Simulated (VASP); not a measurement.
# ZnCrC4N4 (P-43m) in VASP: single point with PBE

Aim: the single point of ZnCrC4N4 with PBE.

Everything below comes from runs of VASP 6.6.1. Logs are shortened: lines on timing, memory, paths and dates and some standing lists are left out, and cuts for length are marked.

### 1 The cell of the first run

Symmetry: P-43m, No. 215, cubic system. The conventional cell has a = 5.991 Å, b = 5.991 Å, c = 5.991 Å, α = 90.00°, β = 90.00°, γ = 90.00°. Zn (site symmetry -43m) has 4 N at 1.96 Å within 2.6 Å. Within 2.7 Å of Cr (site symmetry -43m) lie 4 C at 2.06 Å. C (site symmetry 3m) has 1 N at 1.17 Å within 1.6 Å. N (site symmetry 3m) has 1 C at 1.17 Å within 1.6 Å.

### 2 Single point, PBE, collinear spin, ferromagnetic start

INCAR reads:

```
SYSTEM = ZnCrC4N4
PREC     = Accurate       ! precision mode
ENCUT    = 520            ! plane-wave cutoff, eV
EDIFF    = 1E-7           ! SCF threshold, eV
ISMEAR   = 0              ! smearing method
SIGMA    = 0.1            ! smearing width, eV
LREAL    = .FALSE.        ! projectors in reciprocal space
LASPH    = .TRUE.         ! aspherical terms in the spheres
NELM     = 150            ! most SCF steps
ALGO     = Normal         ! electronic algorithm
ISIF     = 2              ! what is computed and relaxed
LWAVE    = .FALSE.        ! write WAVECAR
LCHARG   = .FALSE.        ! write CHGCAR
ISPIN    = 2              ! spin polarisation
MAGMOM   = 0 2.95 0 0 0 0 0 0 0 0 ! initial moments
LORBIT   = 11             ! projections on sites
LMAXMIX  = 4              ! l up to which the mixer works
GGA      = PE             ! functional
NBANDS   = 45             ! bands
```

KPOINTS reads:

```
regular mesh
0
G
  6 6 6
  0 0 0
```

POSCAR reads:

```
ZnCrC4N4
1.0
    5.9913735086      0.0000000000      0.0000000000
    0.0000000000      5.9913735086      0.0000000000
    0.0000000000      0.0000000000      5.9913735086
Zn Cr C N
1 1 4 4
Direct
    0.5000000000      0.5000000000      0.5000000000
    0.0000000000      0.0000000000      0.0000000000
    0.1980863401      0.1980863401      0.1980863401
    0.1980863401      0.8019136599      0.8019136599
    0.8019136599      0.1980863401      0.8019136599
    0.8019136599      0.8019136599      0.1980863401
    0.3106788790      0.3106788790      0.3106788790
    0.3106788790      0.6893211210      0.6893211210
    0.6893211210      0.3106788790      0.6893211210
    0.6893211210      0.6893211210      0.3106788790
```

Potentials or basis: VASP PAW PBE potentials, release 64 (Zn, Cr_pv, C, N).

Run with:

```console
$ cat potpaw_PBE.64/Zn/POTCAR potpaw_PBE.64/Cr_pv/POTCAR potpaw_PBE.64/C/POTCAR potpaw_PBE.64/N/POTCAR > POTCAR
$ mpirun -np 1 vasp_std > vasp.out
```

OUTCAR:

```text
SYSTEM = ZnCrC4N4
   PREC = Accurate
   ENCUT = 520
   EDIFF = 1E-7
   ISMEAR = 0
   LREAL = .FALSE.
   LASPH = .TRUE.
   NELM = 150
   ISIF = 2
   ISPIN = 2
   LORBIT = 11
   GGA = PE

 ion  position               nearest neighbor table
   1  0.500  0.500  0.500-   7 1.96   8 1.96   9 1.96  10 1.96
   2  0.000  0.000  0.000-   3 2.06   4 2.06   5 2.06   6 2.06
   3  0.198  0.198  0.198-   7 1.17   2 2.06
   4  0.198  0.802  0.802-   8 1.17   2 2.06
   5  0.802  0.198  0.802-   9 1.17   2 2.06
   6  0.802  0.802  0.198-  10 1.17   2 2.06
   7  0.311  0.311  0.311-   3 1.17   1 1.96
   8  0.311  0.689  0.689-   4 1.17   1 1.96
   9  0.689  0.311  0.689-   5 1.17   1 1.96
  10  0.689  0.689  0.311-   6 1.17   1 1.96

  LATTYP: Found a simple cubic cell.
 ALAT       =     5.9913735086

  Lattice vectors:

 A1 = (   5.9913735086,   0.0000000000,   0.0000000000)
 A2 = (   0.0000000000,   5.9913735086,   0.0000000000)
 A3 = (   0.0000000000,   0.0000000000,   5.9913735086)

Analysis of symmetry for initial positions (statically):
=====================================================================
 Subroutine PRICEL returns:
 Original cell was already a primitive cell.

 Routine SETGRP: Setting up the symmetry group for a
 simple cubic supercell.

 Subroutine GETGRP returns: Found 24 space group operations
 (whereof 24 operations were pure point group operations)
 out of a pool of 48 trial point group operations.

The static configuration has the point symmetry T_d .

Analysis of symmetry for dynamics (positions and initial velocities):
=====================================================================
 Subroutine PRICEL returns:
 Original cell was already a primitive cell.

 Routine SETGRP: Setting up the symmetry group for a
 simple cubic supercell.

 Subroutine GETGRP returns: Found 24 space group operations
 (whereof 24 operations were pure point group operations)
 out of a pool of 48 trial point group operations.

The dynamic configuration has the point symmetry T_d .

Analysis of structural, dynamic, and magnetic symmetry:
=====================================================================
 Subroutine PRICEL returns:
 Original cell was already a primitive cell.

 Routine SETGRP: Setting up the symmetry group for a
 simple cubic supercell.

 Subroutine GETGRP returns: Found 24 space group operations
 (whereof 24 operations were pure point group operations)
 out of a pool of 48 trial point group operations.

The overall configuration has the point symmetry T_d .

[... 159 lines left out ...]

 val. band max:       -1.0479918696   @ k =   0.5000   0.3333   0.1667
 cond. band min:      -1.0389765525   @ k =   0.5000   0.5000   0.1667
 fundamental gap:      0.0090153172
 Fermi energy:        -1.0444351778

 spin component 1

 k-point     1 :       0.0000    0.0000    0.0000
  band No.  band energies     occupation
      1     -45.2707      1.00000
      2     -45.2707      1.00000
      3     -45.2707      1.00000
      4     -19.0384      1.00000
      5     -18.9120      1.00000
      6     -18.9120      1.00000
[... 889 lines left out ...]
     41       3.9800      0.00000
     42       4.5326      0.00000
 Fermi energy:        -1.0444351778

 spin component 2

 k-point     1 :       0.0000    0.0000    0.0000
  band No.  band energies     occupation
      1     -42.0164      1.00000
      2     -42.0164      1.00000
      3     -42.0164      1.00000
      4     -18.9613      1.00000
      5     -18.8366      1.00000
      6     -18.8366      1.00000
[... 889 lines left out ...]
     41       4.2678      0.00000
     42       5.2110      0.00000
 [bands above 42 left out]

------------------------ aborting loop because EDIFF is reached ----------------------------------------

  FORCE on cell =-STRESS in cart. coord.  units (eV):
  Direction    XX          YY          ZZ          XY          YZ          ZX
  --------------------------------------------------------------------------------------
  -------------------------------------------------------------------------------------
  Total        0.6348882      0.6348882      0.6348882      0.0000000      0.0000000     -0.0000000
  in kB        4.7296461      4.7296461      4.7296461      0.0000000      0.0000000     -0.0000000
  external PRESSURE =       4.7296461 kB  Pullay stress =       0.0000000 kB

 VOLUME and BASIS-vectors are now :
 -----------------------------------------------------------------------------
  energy-cutoff  :      520.00
  volume of cell :      215.07
      direct lattice vectors                 reciprocal lattice vectors
     5.991373509  0.000000000  0.000000000     0.166906636  0.000000000  0.000000000
     0.000000000  5.991373509  0.000000000     0.000000000  0.166906636  0.000000000
     0.000000000  0.000000000  5.991373509     0.000000000  0.000000000  0.166906636

 POSITION                                       TOTAL-FORCE (eV/Angst)
 -----------------------------------------------------------------------------------
      2.99569      2.99569      2.99569        -0.000000     -0.000000      0.000000
      0.00000      0.00000      0.00000         0.000000     -0.000000      0.000000
      1.18681      1.18681      1.18681        -0.209667     -0.209667     -0.209667
      1.18681      4.80456      4.80456        -0.209667      0.209667      0.209667
      4.80456      1.18681      4.80456         0.209667     -0.209667      0.209667
      4.80456      4.80456      1.18681         0.209667      0.209667     -0.209667
      1.86139      1.86139      1.86139         0.200933      0.200933      0.200933
      1.86139      4.12998      4.12998         0.200933     -0.200933     -0.200933
      4.12998      1.86139      4.12998        -0.200933      0.200933     -0.200933
      4.12998      4.12998      1.86139        -0.200933     -0.200933      0.200933
 -----------------------------------------------------------------------------------
    total drift:                                0.000000      0.000000      0.000000

  FREE ENERGIE OF THE ION-ELECTRON SYSTEM (eV)
  ---------------------------------------------------
  free  energy   TOTEN  =       -77.2836268184 eV

  energy  without entropy=      -77.2177931211  energy(sigma->0) =      -77.25070997

 total charge

# of ion       s       p       d       tot
------------------------------------------
    1        0.447   0.550   9.861  10.858
    2        0.320   6.325   4.006  10.651
    3        0.964   1.624   0.000   2.588
    4        0.964   1.624   0.000   2.588
    5        0.964   1.624   0.000   2.588
    6        0.964   1.624   0.000   2.588
    7        1.299   2.597   0.000   3.896
    8        1.299   2.597   0.000   3.896
    9        1.299   2.597   0.000   3.896
   10        1.299   2.597   0.000   3.896
--------------------------------------------------
tot          9.817  23.759  13.867  47.443

 magnetization (x)

# of ion       s       p       d       tot
------------------------------------------
    1       -0.001  -0.002   0.009   0.006
    2        0.028   0.080   3.096   3.203
    3       -0.009  -0.027   0.000  -0.035
    4       -0.009  -0.027   0.000  -0.035
    5       -0.009  -0.027   0.000  -0.035
    6       -0.009  -0.027   0.000  -0.035
    7        0.004   0.071   0.000   0.074
    8        0.004   0.071   0.000   0.074
    9        0.004   0.071   0.000   0.074
   10        0.004   0.071   0.000   0.074
--------------------------------------------------
tot          0.006   0.253   3.105   3.364
```

OSZICAR:

```text
N       E                     dE             d eps       ncg     rms          rms(c)
DAV:   1     0.484863392134E+03    0.48486E+03   -0.27666E+04  3968   0.123E+03
DAV:   2    -0.217799211942E+02   -0.50664E+03   -0.47560E+03  4074   0.326E+02
DAV:   3    -0.870311269974E+02   -0.65251E+02   -0.63796E+02  4415   0.123E+02
[... 11 lines left out ...]
DAV:  15    -0.772836214743E+02   -0.64958E-04   -0.12715E-04  4016   0.640E-02    0.129E-02
DAV:  16    -0.772836251797E+02   -0.37054E-05   -0.60302E-06  4406   0.252E-02    0.655E-03
DAV:  17    -0.772836264692E+02   -0.12895E-05   -0.15277E-06  4136   0.875E-03    0.332E-03
DAV:  18    -0.772836267672E+02   -0.29795E-06   -0.41763E-07  3752   0.515E-03    0.124E-03
DAV:  19    -0.772836268184E+02   -0.51190E-07   -0.88166E-08  2866   0.186E-03
   1 F= -.77283627E+02 E0= -.77250710E+02  d E =-.658337E-01  mag=     4.0000
```

stdout:

```text
POSCAR found type information on POSCAR ZnCrC N
 POSCAR found :  4 types and      10 ions
 scaLAPACK will be used
 LDA part: xc-table for (Slater+PW92), standard interpolation
 POSCAR, INCAR and KPOINTS ok, starting setup
 FFT: planning ... GRIDC
 FFT: planning ... GRID_SOFT
 FFT: planning ... GRID
 WAVECAR not read
 entering main loop
```

It took 8.9 min on 1 thread of Intel Xeon 8259CL, shared host; peak memory 0.59 GiB.

Results:

```yaml
Free_energy: -77.2836 eV
Pressure: 0.5 GPa
Largest_force: 0.363 eV/Å
Band_gap_on_the_k_mesh: zero (filled and empty bands overlap)
Net_moment: 4.00 μB per cell
Site_moments: Zn +0.01; Cr +3.20; C -0.04; N +0.07 μB
Valence_electrons_inside_the_program's_atomic_spheres: Zn 10.86; Cr 10.65; C 2.59; N 3.90
```

Forces on the atoms (eV/Å):
```
Zn   0.000  0.000  0.000
Cr   0.000  0.000  0.000
C   -0.210 -0.210 -0.210
C   -0.210  0.210  0.210
C    0.210 -0.210  0.210
C    0.210  0.210 -0.210
N    0.201  0.201  0.201
N    0.201 -0.201 -0.201
N   -0.201  0.201 -0.201
N   -0.201 -0.201  0.201
```

Caveat: a cell with one magnetic atom can't hold antiferromagnetic order, which such compounds often take. With open d or f shells a metallic result of PBE can be an artefact of self-interaction; +U or a hybrid may open a gap.
